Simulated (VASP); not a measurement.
# Na2Cl (R-3m) in VASP: single point with r2SCAN

Aim: the single point of Na2Cl with r2SCAN.

Program: VASP 6.6.1. These are calculated values, not measurements. Logs are shortened: lines on timing, memory, paths and dates and some standing lists are left out, and cuts for length are marked.

**1. The cell of the first run**

It takes space group R-3m (No. 166, trigonal). The conventional cell has a = 3.935 Å, b = 3.935 Å, c = 20.187 Å, α = 90.00°, β = 90.00°, γ = 120.00°. Na (site symmetry 3m) has 3 Cl at 2.84 Å within 3.7 Å. Cl (site symmetry -3m) has 6 Na at 2.84 Å within 3.7 Å.

**2. Single point, r2SCAN**

Contents of POSCAR:

```
Na2Cl
1.0
    1.9673870000      1.1358720000      6.7290780000
   -1.9673870000      1.1358720000      6.7290780000
    0.0000000000     -2.2717430000      6.7290780000
Na Cl
2 1
Direct
    0.7510740000      0.7510740000      0.7510740000
    0.2489260000      0.2489260000      0.2489260000
    0.0000000000      0.0000000000      0.0000000000
```

Contents of INCAR.step1:

```
  PREC = Accurate
  ENCUT = 520
  ISMEAR = -1
  SIGMA = 0.1
  LREAL = False
  LASPH = True
  NELM = 60
  NBANDS = 18
  GGA = PE
  ALGO = Normal
  EDIFF = 1E-4
  LWAVE = True
  LCHARG = False
```

Contents of INCAR.step2:

```
  PREC = Accurate
  ENCUT = 520
  EDIFF = 1E-6
  ISMEAR = -1
  SIGMA = 0.1
  LREAL = False
  LASPH = True
  NELM = 60
  ALGO = Normal
  ISIF = 2
  LWAVE = False
  LCHARG = False
  METAGGA = R2SCAN
  LMIXTAU = True
  NBANDS = 18
  ISTART = 1
```

Contents of KPOINTS:

```
Automatic mesh
0
Gamma
  7 7 7
```

Potentials or basis: VASP PAW PBE potentials, release 64 (Na_pv, Cl).

On the command line:

```
$ cat potpaw_PBE.64/Na_pv/POTCAR potpaw_PBE.64/Cl/POTCAR > POTCAR
$ cp INCAR.step1 INCAR
$ mpirun -np 1 vasp_std > vasp.out
$ cp INCAR.step2 INCAR
$ mpirun -np 1 vasp_std > vasp.out
```

OUTCAR:

```text
PREC = Accurate
   ENCUT = 520
   EDIFF = 1E-6
   ISMEAR = -1
   LREAL = False
   LASPH = True
   NELM = 60
   ISIF = 2
   METAGGA = R2SCAN
   ISTART = 1

 ion  position               nearest neighbor table
   1  0.751  0.751  0.751-
   2  0.249  0.249  0.249-
   3  0.000  0.000  0.000-

  LATTYP: Found a trigonal (rhomboedric) cell.
 ALAT       =     7.1022044140
 COS(alpha) =     0.8465300323

  Lattice vectors:

 A1 = (   1.9673870000,   1.1358720000,   6.7290780000)
 A2 = (  -1.9673870000,   1.1358720000,   6.7290780000)
 A3 = (   0.0000000000,  -2.2717430000,   6.7290780000)

Analysis of symmetry for initial positions (statically):
=====================================================================
 Subroutine PRICEL returns:
 Original cell was already a primitive cell.

 Routine SETGRP: Setting up the symmetry group for a
 trigonal (rhombohedral) supercell.

 Subroutine GETGRP returns: Found 12 space group operations
 (whereof 12 operations were pure point group operations)
 out of a pool of 12 trial point group operations.

The static configuration has the point symmetry D_3d.

Analysis of symmetry for dynamics (positions and initial velocities):
=====================================================================
 Subroutine PRICEL returns:
 Original cell was already a primitive cell.

 Routine SETGRP: Setting up the symmetry group for a
 trigonal (rhombohedral) supercell.

 Subroutine GETGRP returns: Found 12 space group operations
 (whereof 12 operations were pure point group operations)
 out of a pool of 12 trial point group operations.

The dynamic configuration has the point symmetry D_3d.

 Subroutine INISYM returns: Found 12 space group operations
 (whereof 12 operations are pure point group operations),
 and found     1 'primitive' translations

----------------------------------------------------------------------------------------

                                     Primitive cell

  volume of cell :      90.2248

  direct lattice vectors                    reciprocal lattice vectors
     1.967387000  1.135872000  6.729078000     0.254144202  0.146730191  0.049536249
    -1.967387000  1.135872000  6.729078000    -0.254144202  0.146730191  0.049536249
     0.000000000 -2.271743000  6.729078000     0.000000000 -0.293460382  0.049536271
[... 82 lines left out ...]
   LSORBIT =      F    spin-orbit coupling
   LASPH  =      T    aspherical Exc in radial PAW
   ENCUT  =  520.0 eV  38.22 Ry    6.18 a.u.  13.21 13.21 13.21*2*pi/ulx,y,z
   NELM   =     60;   NELMIN=  2; NELMDL=  0     # of ELM steps
   EDIFF  = 0.1E-05   stopping-criterion for ELM
   LREAL  =      F    real-space projection
   EDIFFG = 0.1E-04   stopping-criterion for IOM
   NSW    =      0    number of steps for IOM
   IBRION =     -1    ionic relax: 0-MD 1-quasi-New 2-CG
   NFREE  =      0    steps in history (QN), initial steepest desc. (CG)
   ISIF   =      2    stress and relaxation
   ISYM   =      2    0-nonsym 1-usesym 2-fastsym
   POTIM  = 0.5000    time-step for ionic-motion
   TEBEG  =    0.0;   TEEND  =   0.0 temperature during run
   PSTRESS=    0.0 pullay stress
   NELECT =      21.0000    total number of electrons
   NUPDOWN=      -1.0000    fix difference up-down
   EMIN   =  10.00;   EMAX   =-10.00  energy-range for DOS
   EFERMI =   0.00;   METHOD = LEGACY
   ISMEAR =    -1;   SIGMA  =   0.10  broadening in eV -4-tet -1-fermi 0-gaus
   EFERMI_NEDOS =   21; number of points for ismear=-14 and -15
   IALGO  =     38    algorithm
   IMIX   =      4    mixing-type and parameters
     AMIX     =   0.40;   BMIX     =  1.00
     AMIX_MAG =   1.60;   BMIX_MAG =  1.00
  volume/ion in A,a.u.               =      30.07       202.96
  Fermi-wavevector in a.u.,A,eV,Ry     =   1.007023  1.902997 13.797599  1.014095
  Thomas-Fermi vector in A             =   2.139802
   LORBIT       =      0    0 simple, 1 ext, 2 COOP (PROOUT), +10 PAW based schemes
   METAGGA = R2SCAN    functional components
   LHFCALC =     F    Hartree Fock is set to
   AEXX    =    0.0000 exact exchange contribution
   IVDW    =     0    specifies the selected vdW correction
   LEPSILON=     F    determine dielectric tensor
   LRPA    =     F    only Hartree local field effects (RPA)
 non-spin polarized calculation
  energy-cutoff  :      520.00
  volume of cell :       90.22
 maximum number of plane-waves:      2485
 NGX is ok and might be reduce to    54
   NGX = 27   NGY = 27   NGZ = 27

 number of electron      21.0000003 magnetization

 Free energy of the ion-electron system (eV)
  ---------------------------------------------------
  ext. energy  EPLUGINS =         0.00000000
  ---------------------------------------------------
  free energy    TOTEN  =       -17.00548079 eV

  energy without entropy =      -16.97450864  energy(sigma->0) =      -16.98999472

 E-fermi :   1.8405     XC(G=0):  -7.4482

 val. band max:        1.8369597026   @ k =   0.4286   0.2857   0.0000
 cond. band min:       1.9383836095   @ k =  -0.4286   0.2857   0.1429
 fundamental gap:      0.1014239069
 Fermi energy:         1.8405127655

 k-point     1 :       0.0000    0.0000    0.0000
  band No.  band energies     occupation
      1     -24.5745      2.00000
      2     -24.5745      2.00000
      3     -24.5729      2.00000
      4     -24.5729      2.00000
      5     -24.5711      2.00000
      6     -24.5512      2.00000
[... 481 lines left out ...]
      5     -24.5630      2.00000
      6     -24.5542      2.00000
[... 10 lines left out ...]
     17       9.4385      0.00000
     18      10.5583      0.00000

 [... further k-points ...]

------------------------ aborting loop because EDIFF is reached ----------------------------------------

  FORCE on cell =-STRESS in cart. coord.  units (eV):
  Direction    XX          YY          ZZ          XY          YZ          ZX
  --------------------------------------------------------------------------------------
  -------------------------------------------------------------------------------------
  Total       -0.3931039     -0.3931041     -0.2195521      0.0000000     -0.0000000      0.0000000
  in kB       -6.9805891     -6.9805923     -3.8987229      0.0000000     -0.0000002      0.0000000
  external PRESSURE =      -5.9533014 kB  Pullay stress =       0.0000000 kB

 VOLUME and BASIS-vectors are now :
 -----------------------------------------------------------------------------
  energy-cutoff  :      520.00
  volume of cell :       90.22
      direct lattice vectors                 reciprocal lattice vectors
     1.967387000  1.135872000  6.729078000     0.254144202  0.146730191  0.049536249
    -1.967387000  1.135872000  6.729078000    -0.254144202  0.146730191  0.049536249
     0.000000000 -2.271743000  6.729078000     0.000000000 -0.293460382  0.049536271

 POSITION                                       TOTAL-FORCE (eV/Angst)
 -----------------------------------------------------------------------------------
      0.00000      0.00000     15.16211        -0.000000     -0.000000     -0.065354
      0.00000      0.00000      5.02513        -0.000000      0.000000      0.065354
      0.00000      0.00000      0.00000         0.000000     -0.000000      0.000000
 -----------------------------------------------------------------------------------
    total drift:                               -0.000000      0.000000     -0.000000

  FREE ENERGIE OF THE ION-ELECTRON SYSTEM (eV)
  ---------------------------------------------------
  free  energy   TOTEN  =       -17.0054807948 eV

  energy  without entropy=      -16.9745086402  energy(sigma->0) =      -16.98999472
```

OUTCAR.step1:

```text
PREC = Accurate
   ENCUT = 520
   ISMEAR = -1
   LREAL = False
   LASPH = True
   NELM = 60
[... 728 lines left out ...]
      0.00000      0.00000     15.16211         0.000000      0.000000      0.048313
      0.00000      0.00000      5.02513         0.000000     -0.000000     -0.048313
      0.00000      0.00000      0.00000        -0.000000     -0.000000      0.000000
 -----------------------------------------------------------------------------------
    total drift:                               -0.000000      0.000000     -0.000000

  FREE ENERGIE OF THE ION-ELECTRON SYSTEM (eV)
  ---------------------------------------------------
  free  energy   TOTEN  =        -7.7851006190 eV

  energy  without entropy=       -7.7536918992  energy(sigma->0) =       -7.76939626
```

Wall time 27 min (1 thread of Oxide Virtual Turin-like, shared host); peak memory 0.4 GiB.

What came out:

* Free energy: -17.0055 eV
* Pressure: -0.6 GPa
* Largest force: 0.065 eV/Å
* Band gap on the k mesh: zero (an odd number of electrons rules out a gap without spin polarisation)

Forces in eV/Å, atoms in the order of the input:
```
Na   0.000  0.000 -0.065
Na   0.000  0.000  0.065
Cl   0.000  0.000  0.000
```

Caveat: the PAW data sets were made with another functional, which shifts forces and pressure a little; an odd number of electrons without spin polarisation forces a metal; a magnetic or distorted state may lie lower.

The gap in the log of VASP goes by the Fermi energy; the results here count the filled bands.